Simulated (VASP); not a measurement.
Write the native input for VASP 6.6.1 that does the following.

```
Task                   : single point
Functional             : PBE
Dispersion             : D4
Potentials or basis    : VASP PAW PBE potentials, release 64 (Zr_sv, B)
Cutoff                 : 520 eV
k mesh                 : 10 × 10 × 10
Occupations            : methfessel-paxton, width 0.1 eV
Spin                   : no spin polarisation
Dipole correction      : no
Further INCAR settings : ALGO = Normal; EDIFF = 1e-07; NBANDS = 14
```

The structure of ZrB lies in POSCAR:

```
ZrB
1.0
    0.0000000000      2.4398341341      2.4398341341
    2.4398341341      0.0000000000      2.4398341341
    2.4398341341      2.4398341341      0.0000000000
Zr B
1 1
Direct
    0.5000000000      0.5000000000      0.5000000000
    0.0000000000      0.0000000000      0.0000000000
```

The input as run:

INCAR

```
PREC     = Accurate       # precision mode
ENCUT    = 520            # plane-wave cutoff, eV
EDIFF    = 1E-7           # SCF threshold, eV
ISMEAR   = 1              # smearing method
SIGMA    = 0.1            # smearing width, eV
LREAL    = F              # projectors in reciprocal space
LASPH    = T              # aspherical terms in the spheres
NELM     = 60             # most SCF steps
ALGO     = Normal         # electronic algorithm
ISIF     = 2              # what is computed and relaxed
LWAVE    = F              # write WAVECAR
LCHARG   = F              # write CHGCAR
GGA      = PE             # functional
IVDW     = 13             # dispersion correction
NBANDS   = 14             # bands
```

KPOINTS

```
Automatic mesh
0
Gamma
  10 10 10
```

Potentials or basis: VASP PAW PBE potentials, release 64 (Zr_sv, B).

Launch:

```bash
$ cat potpaw_PBE.64/Zr_sv/POTCAR potpaw_PBE.64/B/POTCAR > POTCAR
$ mpirun -np 1 vasp_std > vasp.out
```

Results of the run:

The pressure is -0.9 GPa and the dispersion energy per atom is -0.271 eV.

Caveat: pairwise dispersion overbinds metals, which lowers pressure and volume.

Run time: 36 s on 1 thread of Intel Xeon 8259CL (shared host), peak memory 0.17 GiB.
